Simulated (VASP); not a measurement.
# CdF2 (Fm-3m) in VASP: a series of runs, part 2 of 2

VASP 6.6.1. The steps go on from the part before.

### 4 Single point, PBE

This run uses another cell than the first one, of 13.32 Å³/atom, 1.043 times its volume.

The input, INCAR:

```
SYSTEM = CdF2
PREC = Accurate
ENCUT = 520
EDIFF = 1E-6
ISMEAR = 0
SIGMA = 0.02
LREAL = .False.
LASPH = .True.
NELM = 60
ALGO = Normal
ISIF = 2
LWAVE = .False.
LCHARG = .True.
GGA = PE
LELF = .True.
LVHAR = .True.
NBANDS = 20
```

The input, KPOINTS:

```
Automatic mesh
0
Gamma
  8 8 8
  0 0 0
```

The input, POSCAR:

```
CdF2
1.0
    0.0000000000      2.7135894327      2.7135894327
    2.7135894327      0.0000000000      2.7135894327
    2.7135894327      2.7135894327      0.0000000000
Cd F
1 2
Direct
    0.0000000000      0.0000000000      0.0000000000
    0.2500000000      0.2500000000      0.2500000000
    0.7500000000      0.7500000000      0.7500000000
```

Potentials or basis: VASP PAW PBE potentials, release 64 (Cd, F).

Command:

```console
$ cat potpaw_PBE.64/Cd/POTCAR potpaw_PBE.64/F/POTCAR > POTCAR
$ mpirun -np 1 vasp_std > vasp.out
```

OUTCAR:

```text
SYSTEM = CdF2
   PREC = Accurate
   ENCUT = 520
   EDIFF = 1E-6
   ISMEAR = 0
   LREAL = .False.
   LASPH = .True.
   NELM = 60
   ISIF = 2
   GGA = PE

 ion  position               nearest neighbor table
   1  0.000  0.000  0.000-   3 2.35   3 2.35   3 2.35   2 2.35   2 2.35   2 2.35   3 2.35   2 2.35

   2  0.250  0.250  0.250-   1 2.35   1 2.35   1 2.35   1 2.35
   3  0.750  0.750  0.750-   1 2.35   1 2.35   1 2.35   1 2.35

  LATTYP: Found a face centered cubic cell.
 ALAT       =     5.4271788654

  Lattice vectors:

[... 195 lines left out ...]
      6      -5.9107      2.00000
[... 541 lines left out ...]
     19      17.0846      0.00000
     20      20.6422      0.00000

 [... further k-points ...]
[... 5 lines left out ...]
  --------------------------------------------------------------------------------------
  -------------------------------------------------------------------------------------
  Total        0.9115752      0.9115752      0.9115752      0.0000000     -0.0000000      0.0000000
  in kB       36.5460672     36.5460672     36.5460672      0.0000000     -0.0000000      0.0000000
  external PRESSURE =      36.5460672 kB  Pullay stress =       0.0000000 kB

 VOLUME and BASIS-vectors are now :
 -----------------------------------------------------------------------------
  energy-cutoff  :      520.00
  volume of cell :       39.96
      direct lattice vectors                 reciprocal lattice vectors
     0.000000000  2.713589433  2.713589433    -0.184257793  0.184257793  0.184257793
     2.713589433  0.000000000  2.713589433     0.184257793 -0.184257793  0.184257793
     2.713589433  2.713589433  0.000000000     0.184257793  0.184257793 -0.184257793

 POSITION                                       TOTAL-FORCE (eV/Angst)
 -----------------------------------------------------------------------------------
      0.00000      0.00000      0.00000         0.000000     -0.000000      0.000000
      1.35679      1.35679      1.35679        -0.000000     -0.000000     -0.000000
      4.07038      4.07038      4.07038         0.000000      0.000000      0.000000
 -----------------------------------------------------------------------------------
    total drift:                                0.000000     -0.000000      0.000000

  FREE ENERGIE OF THE ION-ELECTRON SYSTEM (eV)
  ---------------------------------------------------
  free  energy   TOTEN  =       -10.8873938666 eV

  energy  without entropy=      -10.8873938666  energy(sigma->0) =      -10.88739387
```

OSZICAR:

```text
N       E                     dE             d eps       ncg     rms          rms(c)
DAV:   1     0.196950309174E+03    0.19695E+03   -0.15395E+04  1192   0.131E+03
DAV:   2    -0.425601751767E+01   -0.20121E+03   -0.19118E+03  1276   0.345E+02
DAV:   3    -0.125886386920E+02   -0.83326E+01   -0.83091E+01  1352   0.764E+01
DAV:   4    -0.126243751531E+02   -0.35736E-01   -0.35734E-01  1236   0.513E+00
DAV:   5    -0.126245051952E+02   -0.13004E-03   -0.13004E-03  1340   0.277E-01    0.997E+00
DAV:   6    -0.108586921101E+02    0.17658E+01   -0.40639E+00  1472   0.380E+01    0.721E+00
DAV:   7    -0.109039301686E+02   -0.45238E-01   -0.90188E-01  1192   0.855E+00    0.410E+00
DAV:   8    -0.108956091474E+02    0.83210E-02   -0.14164E-01  1200   0.347E+00    0.719E-01
DAV:   9    -0.108867108312E+02    0.88983E-02   -0.34050E-02  1396   0.222E+00    0.905E-02
DAV:  10    -0.108872681073E+02   -0.55728E-03   -0.29148E-03  1196   0.605E-01    0.122E-01
DAV:  11    -0.108873700107E+02   -0.10190E-03   -0.15153E-04  1244   0.125E-01    0.405E-02
DAV:  12    -0.108873923089E+02   -0.22298E-04   -0.49334E-05  1168   0.595E-02    0.184E-02
DAV:  13    -0.108873941380E+02   -0.18290E-05   -0.71936E-06  1256   0.217E-02    0.358E-03
DAV:  14    -0.108873938666E+02    0.27136E-06   -0.65554E-07   996   0.101E-02
   1 F= -.10887394E+02 E0= -.10887394E+02  d E =-.767372E-21
```

stdout:

```text
POSCAR found type information on POSCAR CdF
 POSCAR found :  2 types and       3 ions
 scaLAPACK will be used
 LDA part: xc-table for (Slater+PW92), standard interpolation
 POSCAR, INCAR and KPOINTS ok, starting setup
 FFT: planning ... GRIDC
 FFT: planning ... GRID_SOFT
 FFT: planning ... GRID
 WAVECAR not read
 entering main loop
```

It took 17 s on 1 thread of AMD EPYC 9R45 (Zen 5), shared host; peak memory 0.14 GiB.

What came out:

- Free energy: -10.8874 eV
- Pressure: 3.7 GPa
- Band gap on the k mesh: 2.99 eV, indirect (least direct gap 3.52 eV)

Levels at points of the mesh, in eV from the valence-band top:
| k point | band 11 | band 12 | band 13 | band 14 | band 15 | band 16 |
| --- | --- | --- | --- | --- | --- | --- |
| (0.00, 0.00, 0.00) | -0.53 | -0.53 | -0.53 | 2.99 | 12.60 | 12.60 |
| (0.50, 0.00, 0.00) | -1.76 | -0.41 | -0.41 | 7.01 | 9.09 | 14.31 |
| (0.50, 0.50, 0.00) | -0.46 | -0.09 | -0.09 | 7.82 | 9.53 | 11.88 |

A k mesh can miss the band edges.

### 5 Single point, PBE

This run uses another cell than the first one, of 14.20 Å³/atom, 1.112 times its volume.

The input, INCAR:

```
ALGO = Normal
EDIFF = 1E-6
ENCUT = 520
GGA = PE
ISIF = 2
ISMEAR = 0
LASPH = True
LCHARG = False
LREAL = False
LWAVE = False
NBANDS = 20
NELM = 60
PREC = Accurate
SIGMA = 0.02
```

The input, KPOINTS:

```
k-points
0
Gamma
  8 8 8
```

The input, POSCAR:

```
CdF2
1.0
    0.0000000000      2.7722656632      2.7722656632
    2.7722656632      0.0000000000      2.7722656632
    2.7722656632      2.7722656632      0.0000000000
Cd F
1 2
Direct
    0.0000000000      0.0000000000      0.0000000000
    0.2500000000      0.2500000000      0.2500000000
    0.7500000000      0.7500000000      0.7500000000
```

Potentials or basis: VASP PAW PBE potentials, release 64 (Cd, F).

Command:

```console
$ cat potpaw_PBE.64/Cd/POTCAR potpaw_PBE.64/F/POTCAR > POTCAR
$ mpirun -np 1 vasp_std > vasp.out
```

OUTCAR:

```text
EDIFF = 1E-6
   ENCUT = 520
   GGA = PE
   ISIF = 2
   ISMEAR = 0
   LASPH = True
   LREAL = False
   NELM = 60
   PREC = Accurate

 ion  position               nearest neighbor table
   1  0.000  0.000  0.000-   3 2.40   3 2.40   3 2.40   2 2.40   3 2.40   2 2.40   2 2.40   2 2.40

   2  0.250  0.250  0.250-   1 2.40   1 2.40   1 2.40   1 2.40
   3  0.750  0.750  0.750-   1 2.40   1 2.40   1 2.40   1 2.40

  LATTYP: Found a face centered cubic cell.
 ALAT       =     5.5445313264

  Lattice vectors:

 A1 = (   0.0000000000,   2.7722656632,   2.7722656632)
 A2 = (   2.7722656632,   0.0000000000,   2.7722656632)
 A3 = (   2.7722656632,   2.7722656632,   0.0000000000)

Analysis of symmetry for initial positions (statically):
=====================================================================
 Subroutine PRICEL returns:
 Original cell was already a primitive cell.

 Routine SETGRP: Setting up the symmetry group for a
 face centered cubic supercell.

 Subroutine GETGRP returns: Found 48 space group operations
 (whereof 48 operations were pure point group operations)
 out of a pool of 48 trial point group operations.

The static configuration has the point symmetry O_h .

Analysis of symmetry for dynamics (positions and initial velocities):
=====================================================================
 Subroutine PRICEL returns:
 Original cell was already a primitive cell.

 Routine SETGRP: Setting up the symmetry group for a
 face centered cubic supercell.

 Subroutine GETGRP returns: Found 48 space group operations
 (whereof 48 operations were pure point group operations)
 out of a pool of 48 trial point group operations.

The dynamic configuration has the point symmetry O_h .

 Subroutine INISYM returns: Found 48 space group operations
[... 108 lines left out ...]
   TEBEG  =    0.0;   TEEND  =   0.0 temperature during run
   PSTRESS=    0.0 pullay stress
   NELECT =      26.0000    total number of electrons
   NUPDOWN=      -1.0000    fix difference up-down
   EMIN   =  10.00;   EMAX   =-10.00  energy-range for DOS
   EFERMI =   0.00;   METHOD = LEGACY
   ISMEAR =     0;   SIGMA  =   0.02  broadening in eV -4-tet -1-fermi 0-gaus
   EFERMI_NEDOS =   21; number of points for ismear=-14 and -15
   IALGO  =     38    algorithm
   IMIX   =      4    mixing-type and parameters
     AMIX     =   0.40;   BMIX     =  1.00
     AMIX_MAG =   1.60;   BMIX_MAG =  1.00
  volume/ion in A,a.u.               =      14.20        95.85
  Fermi-wavevector in a.u.,A,eV,Ry     =   1.388527  2.623936 26.232144  1.928008
  Thomas-Fermi vector in A             =   2.512645
   LORBIT       =      0    0 simple, 1 ext, 2 COOP (PROOUT), +10 PAW based schemes
   GGA     = PE    functional components
   LHFCALC =     F    Hartree Fock is set to
   AEXX    =    0.0000 exact exchange contribution
   IVDW    =     0    specifies the selected vdW correction
   LEPSILON=     F    determine dielectric tensor
   LRPA    =     F    only Hartree local field effects (RPA)
 non-spin polarized calculation
 Gauss-broadening in eV      SIGMA  =   0.02
  energy-cutoff  :      520.00
  volume of cell :       42.61
 maximum number of plane-waves:      1174
 NGX is ok and might be reduce to    30
   NGX = 15   NGY = 15   NGZ = 15

 number of electron      26.0000006 magnetization

 Free energy of the ion-electron system (eV)
  ---------------------------------------------------
  ext. energy  EPLUGINS =         0.00000000
  ---------------------------------------------------
  free energy    TOTEN  =       -10.89849566 eV

  energy without entropy =      -10.89849566  energy(sigma->0) =      -10.89849566

 E-fermi :  -1.7667     XC(G=0):  -9.9530

 val. band max:       -1.9148045405   @ k =  -0.2500   0.5000   0.2500
 cond. band min:       0.8508208684   @ k =   0.0000   0.0000   0.0000
 fundamental gap:      2.7656254089
 Fermi energy:        -1.7666680494

 k-point     1 :       0.0000    0.0000    0.0000
  band No.  band energies     occupation
      1     -22.2842      2.00000
      2     -21.3967      2.00000
      3      -7.3323      2.00000
      4      -7.3323      2.00000
      5      -7.3323      2.00000
      6      -6.4640      2.00000
[... 541 lines left out ...]
     19      16.1746      0.00000
     20      19.5954      0.00000

 [... further k-points ...]
[... 5 lines left out ...]
  --------------------------------------------------------------------------------------
  -------------------------------------------------------------------------------------
  Total       -0.6725428     -0.6725428     -0.6725428      0.0000000      0.0000000      0.0000000
  in kB      -25.2869240    -25.2869240    -25.2869240      0.0000000      0.0000000      0.0000000
  external PRESSURE =     -25.2869240 kB  Pullay stress =       0.0000000 kB

 VOLUME and BASIS-vectors are now :
 -----------------------------------------------------------------------------
  energy-cutoff  :      520.00
  volume of cell :       42.61
      direct lattice vectors                 reciprocal lattice vectors
     0.000000000  2.772265663  2.772265663    -0.180357895  0.180357895  0.180357895
     2.772265663  0.000000000  2.772265663     0.180357895 -0.180357895  0.180357895
     2.772265663  2.772265663  0.000000000     0.180357895  0.180357895 -0.180357895

 POSITION                                       TOTAL-FORCE (eV/Angst)
 -----------------------------------------------------------------------------------
      0.00000      0.00000      0.00000        -0.000000      0.000000     -0.000000
      1.38613      1.38613      1.38613        -0.000000     -0.000000     -0.000000
      4.15840      4.15840      4.15840         0.000000     -0.000000      0.000000
 -----------------------------------------------------------------------------------
    total drift:                                0.000000     -0.000000      0.000000

  FREE ENERGIE OF THE ION-ELECTRON SYSTEM (eV)
  ---------------------------------------------------
  free  energy   TOTEN  =       -10.8984956571 eV

  energy  without entropy=      -10.8984956571  energy(sigma->0) =      -10.89849566
```

OSZICAR:

```text
N       E                     dE             d eps       ncg     rms          rms(c)
DAV:   1     0.189639871164E+03    0.18964E+03   -0.15341E+04  1192   0.130E+03
DAV:   2    -0.419116877699E+01   -0.19383E+03   -0.18564E+03  1264   0.336E+02
DAV:   3    -0.127004409448E+02   -0.85093E+01   -0.84818E+01  1344   0.757E+01
DAV:   4    -0.127400296379E+02   -0.39589E-01   -0.39586E-01  1232   0.527E+00
DAV:   5    -0.127401758075E+02   -0.14617E-03   -0.14617E-03  1328   0.290E-01    0.933E+00
DAV:   6    -0.108742599981E+02    0.18659E+01   -0.43346E+00  1468   0.402E+01    0.657E+00
DAV:   7    -0.109208485678E+02   -0.46589E-01   -0.98056E-01  1188   0.877E+00    0.371E+00
DAV:   8    -0.109087178092E+02    0.12131E-01   -0.17523E-01  1204   0.365E+00    0.782E-01
DAV:   9    -0.108978167393E+02    0.10901E-01   -0.40931E-02  1376   0.218E+00    0.104E-01
DAV:  10    -0.108983599661E+02   -0.54323E-03   -0.32240E-03  1228   0.675E-01    0.136E-01
DAV:  11    -0.108984770930E+02   -0.11713E-03   -0.30380E-04  1232   0.176E-01    0.547E-02
DAV:  12    -0.108984943065E+02   -0.17213E-04   -0.10234E-04  1196   0.840E-02    0.185E-02
DAV:  13    -0.108984962800E+02   -0.19735E-05   -0.14353E-05  1260   0.310E-02    0.741E-03
DAV:  14    -0.108984956571E+02    0.62297E-06   -0.21295E-06   976   0.177E-02
   1 F= -.10898496E+02 E0= -.10898496E+02  d E =-.197463E-27
```

Wall time 16 s (1 thread of AMD EPYC 9R45 (Zen 5), shared host); peak memory 0.14 GiB.

Results:

* Free energy: -10.8985 eV
* Pressure: -2.5 GPa
* Band gap on the k mesh: 2.77 eV, indirect (least direct gap 3.36 eV)

A k mesh can miss the band edges.

### 6 Relaxation of cell and atoms, PBE, target pressure 60 GPa, at which the enthalpy is minimised

This run uses another cell than the first one, of 10.38 Å³/atom, 0.813 times its volume.

The input, INCAR:

```
SYSTEM = CdF2
PREC     = Accurate       ! precision mode
ENCUT    = 600            ! plane-wave cutoff, eV
EDIFF    = 1E-6           ! SCF threshold, eV
ISMEAR   = 0              ! smearing method
SIGMA    = 0.02           ! smearing width, eV
LREAL    = .FALSE.        ! projectors in reciprocal space
LASPH    = .TRUE.         ! aspherical terms in the spheres
NELM     = 100            ! most SCF steps
ALGO     = Normal         ! electronic algorithm
ISIF     = 3              ! what is computed and relaxed
LWAVE    = .FALSE.        ! write WAVECAR
LCHARG   = .FALSE.        ! write CHGCAR
GGA      = PE             ! functional
IBRION   = 2              ! ionic algorithm
NSW      = 70             ! ionic steps
EDIFFG   = -0.008         ! ionic threshold
PSTRESS  = 600.0
```

The input, KPOINTS:

```
Automatic mesh
0
G
  8 8 8
  0 0 0
```

The input, POSCAR:

```
CdF2
1.0
    0.0000000000      2.4974323743      2.4974323743
    2.4974323743      0.0000000000      2.4974323743
    2.4974323743      2.4974323743      0.0000000000
Cd F
1 2
Direct
    0.0000000000      0.0000000000      0.0000000000
    0.2500000000      0.2500000000      0.2500000000
    0.7500000000      0.7500000000      0.7500000000
```

Potentials or basis: VASP PAW PBE potentials, release 64 (Cd, F).

Command:

```console
$ cat potpaw_PBE.64/Cd/POTCAR potpaw_PBE.64/F/POTCAR > POTCAR
$ mpirun -np 1 vasp_std > vasp.out
```

It took 27 s on 1 thread of AMD EPYC 9R45 (Zen 5), shared host; peak memory 0.14 GiB.

The run converged. Its results:

```
Free energy                                            : -9.3714 eV
Relaxed volume                                         : 10.18 Å³/atom
Relaxed cell                                           : a = 3.509 Å, b = 3.509 Å, c = 3.509 Å, α = 60.00°, β = 60.00°, γ = 60.00°
Space group after relaxing (to 0.05 Å)                 : Fm-3m (No. 225)
Energy change on relaxing (the enthalpy is what falls) : +71.1 meV/atom
Ionic steps                                            : 3
Pressure after relaxing                                : 59.9 GPa
Band gap on the k mesh                                 : 3.97 eV, indirect (least direct gap 4.05 eV)
```

The path:
```
step  energy change (eV)  largest force (eV/Å)  pressure (GPa)  volume (Å³)
   1              0.0000                0.0000           53.40        31.15
   2              0.7565                0.0000           76.04        29.26
   3              0.2132                0.0000           59.92        30.55
```

Final structure:
```xyz
3
Lattice="0.0000 2.4812 2.4812 2.4812 0.0000 2.4812 2.4812 2.4812 0.0000" Properties=species:S:1:pos:R:3 pbc="T T T"
Cd    0.0000    0.0000    0.0000
F     1.2406    1.2406    1.2406
F     3.7218    3.7218    3.7218
```

Levels at points of the mesh, in eV from the valence-band top:
```
           k point  band 9  band 10  band 11  band 12  band 13  band 14  band 15  band 16  band 17
(0.00, 0.00, 0.00)   -1.81    -1.81    -0.09    -0.09    -0.09     3.97    13.71    13.71    13.71
(0.50, 0.00, 0.00)   -3.49    -3.03    -3.03    -0.15    -0.15     9.15     9.80    16.72    16.72
(0.50, 0.50, 0.00)   -3.72    -3.31    -1.16    -0.13    -0.13    10.06    11.08    12.33    16.55
```

Caveat: the cell is relaxed towards a set pressure, so the enthalpy falls and the energy may rise. Expect the measured gap to be larger: semilocal functionals such as PBE lack the derivative discontinuity.

### 7 Summary

```csv
task,cell,cutoff (eV),gap on the mesh (eV),pressure (GPa)
single point,"a = 3.784 Å, angles 60.0°, 3 atoms",520,3.14,8.8
single point,"a = 3.838 Å, angles 60.0°, 3 atoms",520,2.99,3.7
single point,"a = 3.921 Å, angles 60.0°, 3 atoms",520,2.77,-2.5
relaxation of cell and atoms,"relaxed to 60 GPa from a = 3.532 Å, angles 60.0°, 3 atoms",600,3.97,59.9
```

Alike in all rows: level PBE; potentials or basis VASP PAW PBE potentials, release 64 (Cd, F); no spin polarisation; k mesh 8 × 8 × 8; smearing gaussian 0.02 eV.

Caveats: the cell is relaxed towards a set pressure, so the enthalpy falls and the energy may rise (some runs).

Absolute energies hang on the potentials; compare differences alone.
